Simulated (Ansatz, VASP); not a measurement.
## Ge: VASP beside Ansatz

```xyz
9
Lattice="12.8000 0.0000 0.0000 0.0000 14.6000 0.0000 0.0000 0.0000 14.9000" Properties=species:S:1:pos:R:3 pbc="T T T"
Ge    5.5507    3.9816    7.3850
Ge    5.9969   10.2918    7.1686
Ge    6.4713    8.0285    6.2796
Ge    5.5532    7.2130    4.1359
Ge    5.9423    7.0602   10.4325
Ge    6.4451    6.1399    8.1888
Ge    5.2546    8.8200    8.9311
Ge    7.9491    8.2462    8.4021
Ge    4.8576    5.7348    5.8962
```

Alike in both runs: functional PBE; k mesh 1 × 1 × 1; occupations gaussian, width 0.05 eV; collinear spin.

Ansatz relaxed the structure, and its values are those at the end. VASP's run is a single point on that final structure, the one shown.

|  | VASP | Ansatz |
| --- | --- | --- |
| version | VASP 6.6.1 | Ansatz 0.2.0 |
| potentials or method | VASP PAW PBE potentials, release 64 (Ge_d), cutoff 410 eV | scalar-relativistic, plane waves, PAW |
| valence electrons in the cell | 126 | 126 |

|  | VASP | Ansatz | Ansatz less VASP |
| --- | --- | --- | --- |
| gap on the k mesh at the Fermi level (eV) | 0.92 | 0.92 | +0.001 |
| rms of the force components (eV/Å) | 0.013 | 0.012 | -0.0010 |
| net moment per atom (μB) | 0.00 | 0.00 | 0.000 |

With one functional, cell and mesh, what is left measures potentials, basis and numerics. Ansatz's warnings: seeded moment not kept, xc potential rough in thin density.
